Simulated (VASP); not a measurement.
# GaN (I-4m2) in VASP: notebook

GaN is run at these levels: PBEsol; tasks: single point.

Program: VASP 6.6.1. These are calculated values, not measurements. Logs are shortened: lines on timing, memory, paths and dates and some standing lists are left out, and cuts for length are marked.

## Step 1: The cell of the first run

It takes space group I-4m2 (No. 119, tetragonal). Conventional cell: a = 3.117 Å, b = 3.117 Å, c = 4.593 Å, α = 90.00°, β = 90.00°, γ = 90.00°. Within 2.6 Å of Ga (site symmetry -4m2) lie 4 N at 1.94 Å. Within 2.6 Å of N (site symmetry -4m2) lie 4 Ga at 1.94 Å.

## Step 2: Single point, PBEsol (in-plane strain -0.02, then relaxed in part)

Input file INCAR:

```
PREC = Accurate
ENCUT = 520
EDIFF = 1E-6
ISMEAR = 0
SIGMA = 0.01
LREAL = F
LASPH = T
NELM = 60
ALGO = Normal
ISIF = 2
LWAVE = F
LCHARG = F
GGA = PS
NBANDS = 16
```

Input file KPOINTS:

```
regular mesh
0
Gamma
  10 10 10
```

Input file POSCAR:

```
GaN
1.0
    2.2041545264      2.2041545264      0.0000000000
   -2.2041545264      2.2041545264      0.0000000000
    0.0000000000      2.2041545264      2.2965745191
Ga N
1 1
Direct
    0.0000000000      0.0000000000      0.0000000000
    0.2500000000      0.7500000000      0.5000000000
```

Potentials or basis: VASP PAW PBE potentials, release 64 (Ga_d, N).

On the command line:

```sh
> cat potpaw_PBE.64/Ga_d/POTCAR potpaw_PBE.64/N/POTCAR > POTCAR
> mpirun -np 1 vasp_std > vasp.out
```

OUTCAR:

```text
PREC = Accurate
   ENCUT = 520
   EDIFF = 1E-6
   ISMEAR = 0
   LREAL = F
   LASPH = T
   NELM = 60
   ISIF = 2
   GGA = PS

 ion  position               nearest neighbor table
   1  0.000  0.000  0.000-   2 1.94   2 1.94   2 1.94   2 1.94
   2  0.250  0.750  0.500-   1 1.94   1 1.94   1 1.94   1 1.94

  LATTYP: Found a body centered tetragonal cell.
 ALAT       =     3.1171452248
 C/A-ratio  =     1.4735114045

  Lattice vectors:

 A1 = (   2.2041545264,   0.0000000000,  -2.2965745191)
 A2 = (  -2.2041545264,   0.0000000000,  -2.2965745191)
 A3 = (   0.0000000000,   2.2041545264,   2.2965745191)

Analysis of symmetry for initial positions (statically):
=====================================================================
 Subroutine PRICEL returns:
 Original cell was already a primitive cell.

 Routine SETGRP: Setting up the symmetry group for a
 body centered tetragonal supercell.

 Subroutine GETGRP returns: Found  8 space group operations
 (whereof  8 operations were pure point group operations)
 out of a pool of 16 trial point group operations.

The static configuration has the point symmetry D_2d.

Analysis of symmetry for dynamics (positions and initial velocities):
=====================================================================
 Subroutine PRICEL returns:
 Original cell was already a primitive cell.

 Routine SETGRP: Setting up the symmetry group for a
 body centered tetragonal supercell.

 Subroutine GETGRP returns: Found  8 space group operations
 (whereof  8 operations were pure point group operations)
 out of a pool of 16 trial point group operations.

The dynamic configuration has the point symmetry D_2d.

 Subroutine INISYM returns: Found  8 space group operations
 (whereof  8 operations are pure point group operations),
 and found     1 'primitive' translations

----------------------------------------------------------------------------------------

                                     Primitive cell

  volume of cell :      22.3149

  direct lattice vectors                    reciprocal lattice vectors
     2.204154526  2.204154526  0.000000000     0.226844350  0.226844350 -0.217715557
    -2.204154526  2.204154526  0.000000000    -0.226844350  0.226844350 -0.217715557
     0.000000000  2.204154526  2.296574519     0.000000000  0.000000000  0.435431113

  length of vectors
     3.117145225  3.117145225  3.183166929     0.387707082  0.387707082  0.435431113

  position of ions in fractional coordinates (direct lattice)
     0.000000000  0.000000000  0.000000000
     0.250000000  0.750000000  0.500000000

  ion indices of the primitive-cell ions
   primitive index   ion index
                 1           1
                 2           2

----------------------------------------------------------------------------------------

 KPOINTS: regular mesh

Automatic generation of k-mesh.
 Grid dimensions read from file:
 generate k-points for:   10   10   10

 Generating k-lattice:

  Cartesian coordinates                     Fractional coordinates (reciprocal lattice)
     0.022684435  0.022684435 -0.021771556     0.100000000  0.000000000  0.000000000
    -0.022684435  0.022684435 -0.021771556     0.000000000  0.100000000  0.000000000
     0.000000000  0.000000000  0.043543111     0.000000000  0.000000000  0.100000000

  Length of vectors
     0.038770708  0.038770708  0.043543111

  Shift w.r.t. Gamma in fractional coordinates (k-lattice)
     0.000000000  0.000000000  0.000000000

 Subroutine IBZKPT returns following result:
 ===========================================

 Found    102 irreducible k-points:

 Following reciprocal coordinates:
            Coordinates               Weight
  0.000000  0.000000  0.000000      1.000000
  0.100000  0.000000 -0.000000      8.000000
  0.200000  0.000000 -0.000000      8.000000
  0.300000  0.000000  0.000000      8.000000
  0.400000  0.000000  0.000000      8.000000
  0.500000  0.000000  0.000000      4.000000
[... 16 lines left out ...]
  0.300000  0.300000  0.000000      8.000000
  0.400000  0.300000  0.000000     16.000000
 [... further k-points ...]
   k-points           NKPTS =    102   k-points in BZ     NKDIM =    102   number of bands    NBANDS=     16
   number of dos      NEDOS =    301   number of ions     NIONS =      2
   total plane-waves  NPLWV =  13824
   dimension x,y,z NGX =    24 NGY =   24 NGZ =   24
   dimension x,y,z NGXF=    48 NGYF=   48 NGZF=   48
   ions per type =               1   1
   NGX,Y,Z   is equivalent  to a cutoff of  12.80, 12.80, 12.53 a.u.
   NGXF,Y,Z  is equivalent  to a cutoff of  25.60, 25.60, 25.07 a.u.
 SYSTEM =  unknown system
   PREC   = accura    normal or accurate (medium, high low for compatibility)
   ISTART =      0    job   : 0-new  1-cont  2-samecut
   ICHARG =      2    charge: 1-file 2-atom 10-const
   ISPIN  =      1    spin polarized calculation?
   LNONCOLLINEAR =      F non collinear calculations
   LSORBIT =      F    spin-orbit coupling
   LASPH  =      T    aspherical Exc in radial PAW
   ENCUT  =  520.0 eV  38.22 Ry    6.18 a.u.   5.80  5.80  5.92*2*pi/ulx,y,z
   NELM   =     60;   NELMIN=  2; NELMDL= -5     # of ELM steps
   EDIFF  = 0.1E-05   stopping-criterion for ELM
   LREAL  =      F    real-space projection
   EDIFFG = 0.1E-04   stopping-criterion for IOM
   NSW    =      0    number of steps for IOM
   IBRION =     -1    ionic relax: 0-MD 1-quasi-New 2-CG
   NFREE  =      0    steps in history (QN), initial steepest desc. (CG)
   ISIF   =      2    stress and relaxation
   ISYM   =      2    0-nonsym 1-usesym 2-fastsym
   POTIM  = 0.5000    time-step for ionic-motion
   TEBEG  =    0.0;   TEEND  =   0.0 temperature during run
   PSTRESS=    0.0 pullay stress
   NELECT =      18.0000    total number of electrons
   NUPDOWN=      -1.0000    fix difference up-down
   EMIN   =  10.00;   EMAX   =-10.00  energy-range for DOS
   EFERMI =   0.00;   METHOD = LEGACY
   ISMEAR =     0;   SIGMA  =   0.01  broadening in eV -4-tet -1-fermi 0-gaus
   EFERMI_NEDOS =   21; number of points for ismear=-14 and -15
   IALGO  =     38    algorithm
   IMIX   =      4    mixing-type and parameters
     AMIX     =   0.40;   BMIX     =  1.00
     AMIX_MAG =   1.60;   BMIX_MAG =  1.00
  volume/ion in A,a.u.               =      11.16        75.29
  Fermi-wavevector in a.u.,A,eV,Ry     =   1.523939  2.879826 31.598017  2.322389
  Thomas-Fermi vector in A             =   2.632314
   LORBIT       =      0    0 simple, 1 ext, 2 COOP (PROOUT), +10 PAW based schemes
   GGA     = PS    functional components
   LHFCALC =     F    Hartree Fock is set to
   AEXX    =    0.0000 exact exchange contribution
   IVDW    =     0    specifies the selected vdW correction
   LEPSILON=     F    determine dielectric tensor
   LRPA    =     F    only Hartree local field effects (RPA)
 non-spin polarized calculation
 Gauss-broadening in eV      SIGMA  =   0.01
  energy-cutoff  :      520.00
  volume of cell :       22.31
 maximum number of plane-waves:       620
   NGX = 11   NGY = 11   NGZ = 11

 number of electron      18.0000013 magnetization

 Free energy of the ion-electron system (eV)
  ---------------------------------------------------
  ext. energy  EPLUGINS =         0.00000000
  ---------------------------------------------------
  free energy    TOTEN  =       -13.10750611 eV

  energy without entropy =      -13.10750611  energy(sigma->0) =      -13.10750611

 E-fermi :   5.5813     XC(G=0): -12.0403

 val. band max:        5.4997478439   @ k =   0.0000   0.0000   0.0000
 cond. band min:       7.2697889176   @ k =   0.0000   0.0000   0.0000
 fundamental gap:      1.7700410737
 Fermi energy:         5.5813068362

 k-point     1 :       0.0000    0.0000    0.0000
  band No.  band energies     occupation
      1     -10.7209      2.00000
      2      -8.0333      2.00000
      3      -7.9854      2.00000
      4      -7.9854      2.00000
      5      -7.6538      2.00000
      6      -7.6496      2.00000
[... 8 lines left out ...]
     15      23.4319      0.00000
     16      24.5260      0.00000

 k-point     2 :       0.1000    0.0000   -0.0000
  band No.  band energies     occupation
      1     -10.6020      2.00000
      2      -8.0120      2.00000
      3      -7.9707      2.00000
      4      -7.9566      2.00000
      5      -7.6538      2.00000
      6      -7.6522      2.00000
[... 8 lines left out ...]
     15      23.3376      0.00000
     16      23.4882      0.00000

 k-point     3 :       0.2000    0.0000   -0.0000
  band No.  band energies     occupation
      1     -10.2979      2.00000
      2      -7.9702      2.00000
      3      -7.9363      2.00000
      4      -7.8122      2.00000
      5      -7.6546      2.00000
      6      -7.6474      2.00000
[... 8 lines left out ...]
     15      22.4382      0.00000
     16      22.5468      0.00000

 k-point     4 :       0.3000    0.0000    0.0000
  band No.  band energies     occupation
      1      -9.9636      2.00000
      2      -7.9392      2.00000
      3      -7.9052      2.00000
      4      -7.6450      2.00000
      5      -7.6324      2.00000
      6      -7.4181      2.00000
[... 8 lines left out ...]
     15      22.8389      0.00000
     16      22.8548      0.00000
[... 324 lines left out ...]
 k-point    22 :      -0.2000    0.2000    0.0000
  band No.  band energies     occupation
      1     -10.1554      2.00000
      2      -7.9196      2.00000
      3      -7.8886      2.00000
      4      -7.8605      2.00000
      5      -7.6376      2.00000
      6      -7.6087      2.00000
[... 8 lines left out ...]
     15      25.6165      0.00000
     16      26.5498      0.00000

 k-point    23 :       0.3000    0.3000    0.0000
  band No.  band energies     occupation
      1      -9.5716      2.00000
      2      -7.8867      2.00000
      3      -7.7953      2.00000
      4      -7.6928      2.00000
      5      -7.6409      2.00000
      6      -6.1347      2.00000
[... 8 lines left out ...]
     15      23.2346      0.00000
     16      28.1876      0.00000

 k-point    24 :       0.4000    0.3000    0.0000
  band No.  band energies     occupation
      1      -9.5275      2.00000
      2      -7.8831      2.00000
      3      -7.7618      2.00000
      4      -7.7166      2.00000
      5      -7.6108      2.00000
      6      -5.8538      2.00000
[... 8 lines left out ...]
     15      25.2103      0.00000
     16      28.3292      0.00000

 [... further k-points ...]
[... 5 lines left out ...]
  --------------------------------------------------------------------------------------
  -------------------------------------------------------------------------------------
  Total        0.7394757      0.7394757     -0.0363525      0.0000000      0.0000000      0.0000000
  in kB       53.0933220     53.0933220     -2.6100555      0.0000000      0.0000000      0.0000000
  external PRESSURE =      34.5255295 kB  Pullay stress =       0.0000000 kB

 VOLUME and BASIS-vectors are now :
 -----------------------------------------------------------------------------
  energy-cutoff  :      520.00
  volume of cell :       22.31
      direct lattice vectors                 reciprocal lattice vectors
     2.204154526  2.204154526  0.000000000     0.226844350  0.226844350 -0.217715557
    -2.204154526  2.204154526  0.000000000    -0.226844350  0.226844350 -0.217715557
     0.000000000  2.204154526  2.296574519     0.000000000  0.000000000  0.435431113

 POSITION                                       TOTAL-FORCE (eV/Angst)
 -----------------------------------------------------------------------------------
      0.00000      0.00000      0.00000         0.000000      0.000000      0.000000
     -1.10208      3.30623      1.14829        -0.000000     -0.000000      0.000000
 -----------------------------------------------------------------------------------
    total drift:                                0.000001      0.000000     -0.000000

  FREE ENERGIE OF THE ION-ELECTRON SYSTEM (eV)
  ---------------------------------------------------
  free  energy   TOTEN  =       -13.1075061050 eV

  energy  without entropy=      -13.1075061050  energy(sigma->0) =      -13.10750611
```

Run time: 64 s. Hardware: 1 thread of AMD EPYC 7R13, shared host; peak memory 0.13 GiB.

Results:

- Free energy: -13.1075 eV
- Pressure: 3.5 GPa
- Band gap on the k mesh: 1.77 eV, direct

Caveat: the cell differs from its parent crystal (in-plane strain -0.02, then relaxed in part); the PAW data sets were made with another functional, which shifts forces and pressure a little.

## Step 3: Single point, PBEsol (in-plane strain -0.02)

Input file INCAR:

```
ALGO = Normal
EDIFF = 1E-6
ENCUT = 520
GGA = PS
ISIF = 2
ISMEAR = 0
LASPH = True
LCHARG = False
LREAL = False
LWAVE = False
NBANDS = 16
NELM = 100
PREC = Accurate
SIGMA = 0.01
```

Input file KPOINTS:

```
k-points
0
Gamma
  10 10 10
```

POSCAR: that of step 2 with these lines changed.

```diff
@@ -4,3 +4,3 @@
    -2.2041545264      2.2041545264      0.0000000000
-    0.0000000000      2.2041545264      2.2965745191
+    0.0000000000      2.2041545264      2.2761269191
 Ga N
```

Potentials or basis: VASP PAW PBE potentials, release 64 (Ga_d, N).

On the command line:

```sh
> cat potpaw_PBE.64/Ga_d/POTCAR potpaw_PBE.64/N/POTCAR > POTCAR
> mpirun -np 1 vasp_std > vasp.out
```

OUTCAR:

```text
EDIFF = 1E-6
   ENCUT = 520
   GGA = PS
   ISIF = 2
   ISMEAR = 0
   LASPH = True
   LREAL = False
   NELM = 100
   PREC = Accurate

 ion  position               nearest neighbor table
   1  0.000  0.000  0.000-   2 1.93   2 1.93   2 1.93   2 1.93
   2  0.250  0.750  0.500-   1 1.93   1 1.93   1 1.93   1 1.93

  LATTYP: Found a body centered tetragonal cell.
 ALAT       =     3.1171452248
 C/A-ratio  =     1.4603919644

  Lattice vectors:

 A1 = (   2.2041545264,   0.0000000000,  -2.2761269191)
 A2 = (  -2.2041545264,   0.0000000000,  -2.2761269191)
 A3 = (   0.0000000000,   2.2041545264,   2.2761269191)

Analysis of symmetry for initial positions (statically):
=====================================================================
 Subroutine PRICEL returns:
 Original cell was already a primitive cell.

 Routine SETGRP: Setting up the symmetry group for a
 body centered tetragonal supercell.

 Subroutine GETGRP returns: Found  8 space group operations
 (whereof  8 operations were pure point group operations)
 out of a pool of 16 trial point group operations.

The static configuration has the point symmetry D_2d.

[... 161 lines left out ...]

 val. band max:        5.5847721410   @ k =   0.0000   0.0000   0.0000
 cond. band min:       7.4300815776   @ k =   0.0000   0.0000   0.0000
 fundamental gap:      1.8453094367
 Fermi energy:         5.6302929736

 k-point     1 :       0.0000    0.0000    0.0000
  band No.  band energies     occupation
      1     -10.7015      2.00000
      2      -7.9353      2.00000
      3      -7.8976      2.00000
      4      -7.8976      2.00000
      5      -7.5517      2.00000
      6      -7.5478      2.00000
[... 433 lines left out ...]
      3      -7.6621      2.00000
      4      -7.6159      2.00000
      5      -7.5096      2.00000
      6      -5.7518      2.00000
[... 8 lines left out ...]
     15      25.4415      0.00000
     16      28.5956      0.00000

 [... further k-points ...]

------------------------ aborting loop because EDIFF is reached ----------------------------------------

  FORCE on cell =-STRESS in cart. coord.  units (eV):
  Direction    XX          YY          ZZ          XY          YZ          ZX
  --------------------------------------------------------------------------------------
  -------------------------------------------------------------------------------------
  Total        0.9342828      0.9342828      0.3493319      0.0000000     -0.0000000      0.0000000
  in kB       67.6828132     67.6828132     25.3068618      0.0000000     -0.0000000      0.0000000
  external PRESSURE =      53.5574961 kB  Pullay stress =       0.0000000 kB

 VOLUME and BASIS-vectors are now :
 -----------------------------------------------------------------------------
  energy-cutoff  :      520.00
  volume of cell :       22.12
      direct lattice vectors                 reciprocal lattice vectors
     2.204154526  2.204154526  0.000000000     0.226844350  0.226844350 -0.219671406
    -2.204154526  2.204154526  0.000000000    -0.226844350  0.226844350 -0.219671406
     0.000000000  2.204154526  2.276126919     0.000000000  0.000000000  0.439342812

 POSITION                                       TOTAL-FORCE (eV/Angst)
 -----------------------------------------------------------------------------------
      0.00000      0.00000      0.00000        -0.000000     -0.000000      0.000000
     -1.10208      3.30623      1.13806         0.000000      0.000000      0.000000
 -----------------------------------------------------------------------------------
    total drift:                                0.000001     -0.000000      0.000000

  FREE ENERGIE OF THE ION-ELECTRON SYSTEM (eV)
  ---------------------------------------------------
  free  energy   TOTEN  =       -13.1059787496 eV

  energy  without entropy=      -13.1059787496  energy(sigma->0) =      -13.10597875
```

OSZICAR:

```text
N       E                     dE             d eps       ncg     rms          rms(c)
DAV:   1     0.768657653368E+02    0.76866E+02   -0.93690E+03  3720   0.204E+03
DAV:   2    -0.960972290828E+01   -0.86475E+02   -0.80750E+02  3752   0.324E+02
DAV:   3    -0.149160462836E+02   -0.53063E+01   -0.52860E+01  3752   0.681E+01
DAV:   4    -0.149727476820E+02   -0.56701E-01   -0.56694E-01  4248   0.746E+00
DAV:   5    -0.149734573431E+02   -0.70966E-03   -0.70965E-03  3824   0.766E-01    0.733E+00
DAV:   6    -0.131361782805E+02    0.18373E+01   -0.42260E+00  4960   0.404E+01    0.266E+00
DAV:   7    -0.131261886462E+02    0.99896E-02   -0.28704E-01  3528   0.570E+00    0.172E+00
DAV:   8    -0.131091708073E+02    0.17018E-01   -0.48530E-02  4224   0.266E+00    0.671E-01
DAV:   9    -0.131059258348E+02    0.32450E-02   -0.11896E-02  4760   0.242E+00    0.161E-01
DAV:  10    -0.131060151168E+02   -0.89282E-04   -0.12201E-03  4016   0.485E-01    0.718E-02
DAV:  11    -0.131059770081E+02    0.38109E-04   -0.13406E-04  4928   0.170E-01    0.638E-03
DAV:  12    -0.131059788397E+02   -0.18317E-05   -0.12247E-05  3872   0.384E-02    0.489E-03
DAV:  13    -0.131059787496E+02    0.90091E-07   -0.30153E-07  2544   0.101E-02
   1 F= -.13105979E+02 E0= -.13105979E+02  d E =-.113015E-13
```

stdout:

```text
POSCAR found type information on POSCAR GaN
 POSCAR found :  2 types and       2 ions
 scaLAPACK will be used
 -----------------------------------------------------------------------------
|                                                                             |
|                                                                             |
|     You enforced a specific xc type in the INCAR file but a different       |
|     I HOPE YOU KNOW WHAT YOU ARE DOING!                                     |
|                                                                             |
 -----------------------------------------------------------------------------

 LDA part: xc-table for (Slater+PW92), standard interpolation
 POSCAR, INCAR and KPOINTS ok, starting setup
 FFT: planning ... GRIDC
 FFT: planning ... GRID_SOFT
 FFT: planning ... GRID
 WAVECAR not read
 entering main loop
```

It took 76 s on 1 thread of AMD EPYC 7R13, shared host; peak memory 0.13 GiB.

What came out:

- Free energy: -13.1060 eV
- Pressure: 5.4 GPa
- Band gap on the k mesh: 1.85 eV, direct

Caveat: the cell differs from its parent crystal (in-plane strain -0.02); the PAW data sets were made with another functional, which shifts forces and pressure a little.
